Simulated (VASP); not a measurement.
# GaSb (F-43m) in VASP: further runs, part 2 of 2

VASP 6.6.1. Earlier steps stand in the parts before.

### 4 Single point, PBE

This run uses another cell than the first one, of 23.40 Å³/atom, 0.818 times its volume.

Input file INCAR:

```
SYSTEM = GaSb
PREC     = Accurate       ! precision mode
ENCUT    = 520            ! plane-wave cutoff, eV
EDIFF    = 1E-6           ! SCF threshold, eV
ISMEAR   = -1             ! smearing method
SIGMA    = 0.05           ! smearing width, eV
LREAL    = .False.        ! projectors in reciprocal space
LASPH    = .True.         ! aspherical terms in the spheres
NELM     = 60             ! most SCF steps
ALGO     = Normal         ! electronic algorithm
ISIF     = 2              ! what is computed and relaxed
LWAVE    = .False.        ! write WAVECAR
LCHARG   = .False.        ! write CHGCAR
GGA      = PE             ! functional
NBANDS   = 16             ! bands
```

Input file KPOINTS:

```
regular mesh
0
Gamma
  8 8 8
  0 0 0
```

Input file POSCAR:

```
GaSb
1.0
    0.0000000000      2.8603429204      2.8603429204
    2.8603429204      0.0000000000      2.8603429204
    2.8603429204      2.8603429204      0.0000000000
Sb Ga
1 1
Direct
    0.7500000000      0.7500000000      0.7500000000
    0.0000000000      0.0000000000      0.0000000000
```

Potentials or basis: VASP PAW PBE potentials, release 64 (Sb, Ga_d).

Command:

```bash
> cat potpaw_PBE.64/Sb/POTCAR potpaw_PBE.64/Ga_d/POTCAR > POTCAR
> mpirun -np 1 vasp_std > vasp.out
```

OUTCAR:

```text
SYSTEM = GaSb
   PREC = Accurate
   ENCUT = 520
   EDIFF = 1E-6
   ISMEAR = -1
   LREAL = .False.
   LASPH = .True.
   NELM = 60
   ISIF = 2
   GGA = PE

 ion  position               nearest neighbor table
   1  0.750  0.750  0.750-   2 2.48   2 2.48   2 2.48   2 2.48
   2  0.000  0.000  0.000-   1 2.48   1 2.48   1 2.48   1 2.48

  LATTYP: Found a face centered cubic cell.
 ALAT       =     5.7206858408

  Lattice vectors:

 A1 = (   0.0000000000,   2.8603429204,   2.8603429204)
 A2 = (   2.8603429204,   0.0000000000,   2.8603429204)
 A3 = (   2.8603429204,   2.8603429204,   0.0000000000)

Analysis of symmetry for initial positions (statically):
=====================================================================
 Subroutine PRICEL returns:
 Original cell was already a primitive cell.

 Routine SETGRP: Setting up the symmetry group for a
 face centered cubic supercell.

 Subroutine GETGRP returns: Found 24 space group operations
 (whereof 24 operations were pure point group operations)
 out of a pool of 48 trial point group operations.

The static configuration has the point symmetry T_d .

Analysis of symmetry for dynamics (positions and initial velocities):
=====================================================================
 Subroutine PRICEL returns:
 Original cell was already a primitive cell.

 Routine SETGRP: Setting up the symmetry group for a
 face centered cubic supercell.

 Subroutine GETGRP returns: Found 24 space group operations
 (whereof 24 operations were pure point group operations)
 out of a pool of 48 trial point group operations.

The dynamic configuration has the point symmetry T_d .

 Subroutine INISYM returns: Found 24 space group operations
 (whereof 24 operations are pure point group operations),
 and found     1 'primitive' translations

[... 98 lines left out ...]
   IBRION =     -1    ionic relax: 0-MD 1-quasi-New 2-CG
   NFREE  =      0    steps in history (QN), initial steepest desc. (CG)
   ISIF   =      2    stress and relaxation
   ISYM   =      2    0-nonsym 1-usesym 2-fastsym
   POTIM  = 0.5000    time-step for ionic-motion
   TEBEG  =    0.0;   TEEND  =   0.0 temperature during run
   PSTRESS=    0.0 pullay stress
   NELECT =      18.0000    total number of electrons
   NUPDOWN=      -1.0000    fix difference up-down
   EMIN   =  10.00;   EMAX   =-10.00  energy-range for DOS
   EFERMI =   0.00;   METHOD = LEGACY
   ISMEAR =    -1;   SIGMA  =   0.05  broadening in eV -4-tet -1-fermi 0-gaus
   EFERMI_NEDOS =   21; number of points for ismear=-14 and -15
   IALGO  =     38    algorithm
   IMIX   =      4    mixing-type and parameters
     AMIX     =   0.40;   BMIX     =  1.00
     AMIX_MAG =   1.60;   BMIX_MAG =  1.00
  volume/ion in A,a.u.               =      23.40       157.92
  Fermi-wavevector in a.u.,A,eV,Ry     =   1.190522  2.249761 19.284130  1.417344
  Thomas-Fermi vector in A             =   2.326605
   LORBIT       =      0    0 simple, 1 ext, 2 COOP (PROOUT), +10 PAW based schemes
   GGA     = PE    functional components
[... 5 lines left out ...]
 non-spin polarized calculation
  energy-cutoff  :      520.00
  volume of cell :       46.80
 maximum number of plane-waves:      1283
   NGX = 15   NGY = 15   NGZ = 15

 number of electron      17.9999985 magnetization

 Free energy of the ion-electron system (eV)
  ---------------------------------------------------
  ext. energy  EPLUGINS =         0.00000000
  ---------------------------------------------------
  free energy    TOTEN  =        -6.70899842 eV

  energy without entropy =       -6.70893795  energy(sigma->0) =       -6.70896819

 E-fermi :   7.4289     XC(G=0): -10.0000

 val. band max:        7.1883039317   @ k =   0.0000   0.0000   0.0000
 cond. band min:       7.7121726905   @ k =   0.3750   0.3750   0.0000
 fundamental gap:      0.5238687588
 Fermi energy:         7.4289298881

 k-point     1 :       0.0000    0.0000    0.0000
  band No.  band energies     occupation
      1      -8.4012      2.00000
      2      -8.4012      2.00000
      3      -8.4012      2.00000
      4      -8.3114      2.00000
      5      -8.3114      2.00000
      6      -5.8927      2.00000
[... 433 lines left out ...]
      3      -8.3682      2.00000
      4      -8.3189      2.00000
      5      -8.3126      2.00000
      6      -3.2197      2.00000
[... 8 lines left out ...]
     15      17.1304      0.00000
     16      18.2241      0.00000

 [... further k-points ...]
[... 5 lines left out ...]
  --------------------------------------------------------------------------------------
  -------------------------------------------------------------------------------------
  Total        5.8801478      5.8801478      5.8801478      0.0000000      0.0000000      0.0000000
  in kB      201.2864405    201.2864405    201.2864405      0.0000000      0.0000000      0.0000000
  external PRESSURE =     201.2864405 kB  Pullay stress =       0.0000000 kB

 VOLUME and BASIS-vectors are now :
 -----------------------------------------------------------------------------
  energy-cutoff  :      520.00
  volume of cell :       46.80
      direct lattice vectors                 reciprocal lattice vectors
     0.000000000  2.860342920  2.860342920    -0.174804215  0.174804215  0.174804215
     2.860342920  0.000000000  2.860342920     0.174804215 -0.174804215  0.174804215
     2.860342920  2.860342920  0.000000000     0.174804215  0.174804215 -0.174804215

 POSITION                                       TOTAL-FORCE (eV/Angst)
 -----------------------------------------------------------------------------------
      4.29051      4.29051      4.29051         0.000000      0.000000      0.000000
      0.00000      0.00000      0.00000        -0.000000     -0.000000     -0.000000
 -----------------------------------------------------------------------------------
    total drift:                               -0.000001     -0.000001     -0.000001

  FREE ENERGIE OF THE ION-ELECTRON SYSTEM (eV)
  ---------------------------------------------------
  free  energy   TOTEN  =        -6.7089984222 eV

  energy  without entropy=       -6.7089379537  energy(sigma->0) =       -6.70896819
```

It took 22 s on 1 thread of Intel Xeon Platinum 8259CL at 2.50GHz (Skylake/Cascade Lake), shared host; peak memory 0.18 GiB.

What came out:

```yaml
Free_energy: -6.7090 eV
Pressure: 20.1 GPa
Band_gap_on_the_k_mesh: 0.52 eV, indirect (least direct gap 1.58 eV)
```

Levels at points of the mesh, in eV from the valence-band top:
```
           k point  band 6  band 7  band 8  band 9  band 10  band 11  band 12  band 13
(0.00, 0.00, 0.00)  -13.08    0.00    0.00    0.00     1.58     2.67     2.67     2.67
(0.50, 0.00, 0.00)  -10.88   -7.55   -1.53   -1.53     0.87     3.68     3.68     6.21
(0.50, 0.50, 0.00)   -9.72   -7.88   -3.38   -3.38     0.58     0.79    10.03    10.03
```

Caveat: spin-orbit coupling is left out, which moves the levels of the heavy elements.

### 5 Single point, PBE

This run uses another cell than the first one, of 25.70 Å³/atom, 0.898 times its volume.

Input file INCAR:

```
SYSTEM = GaSb
  PREC = Accurate
  ENCUT = 520
  EDIFF = 1E-6
  ISMEAR = -1
  SIGMA = 0.05
  LREAL = .FALSE.
  LASPH = .TRUE.
  NELM = 100
  ALGO = Normal
  ISIF = 2
  LWAVE = .FALSE.
  LCHARG = .FALSE.
  GGA = PE
  NBANDS = 16
```

Input file KPOINTS:

```
Automatic mesh
0
G
  8 8 8
  0 0 0
```

Input file POSCAR:

```
GaSb
1.0
    0.0000000000      2.9509536610      2.9509536610
    2.9509536610      0.0000000000      2.9509536610
    2.9509536610      2.9509536610      0.0000000000
Sb Ga
1 1
Direct
    0.7500000000      0.7500000000      0.7500000000
    0.0000000000      0.0000000000      0.0000000000
```

Command:

```bash
> cat potpaw_PBE.64/Sb/POTCAR potpaw_PBE.64/Ga_d/POTCAR > POTCAR
> mpirun -np 1 vasp_std > vasp.out
```

Wall time 19 s (1 thread of Intel Xeon Platinum 8259CL at 2.50GHz (Skylake/Cascade Lake), shared host); peak memory 0.18 GiB.

It converged, with:

```yaml
Free_energy: -7.1314 eV
Pressure: 10.1 GPa
Band_gap_on_the_k_mesh: 0.64 eV, indirect (least direct gap 0.84 eV)
```

Levels at points of the mesh, in eV from the valence-band top:
| k point | band 7 | band 8 | band 9 | band 10 | band 11 | band 12 |
| --- | --- | --- | --- | --- | --- | --- |
| (0.00, 0.00, 0.00) | 0.00 | 0.00 | 0.00 | 0.84 | 2.73 | 2.73 |
| (0.50, 0.00, 0.00) | -6.95 | -1.34 | -1.34 | 0.64 | 3.73 | 3.73 |
| (0.50, 0.50, 0.00) | -7.35 | -2.98 | -2.98 | 0.76 | 1.03 | 9.40 |

Caveat: spin-orbit coupling is left out, which moves the levels of the heavy elements.

### 6 Overview

```tsv
task	level	cell	cutoff (eV)	gap on the mesh (eV)	pressure (GPa)
relaxation of cell and atoms	PBEsol+D4	relaxed from a = 4.326 Å, angles 60.0°, 2 atoms	600	0.18	0.0
single point	PBE	a = 3.953 Å, angles 60.0°, 2 atoms	520	0.36	30.2
single point	PBE	a = 4.045 Å, angles 60.0°, 2 atoms	520	0.52	20.1
single point	PBE	a = 4.173 Å, angles 60.0°, 2 atoms	520	0.64	10.1
```

Alike in all rows: potentials or basis VASP PAW PBE potentials, release 64 (Sb, Ga_d); no spin polarisation; k mesh 8 × 8 × 8; smearing fermi-dirac 0.05 eV.

Caveats: spin-orbit coupling is left out, which moves the levels of the heavy elements; the PAW data sets were made with another functional, which shifts forces and pressure a little (some runs).

Absolute energies hang on the potentials; compare differences alone.
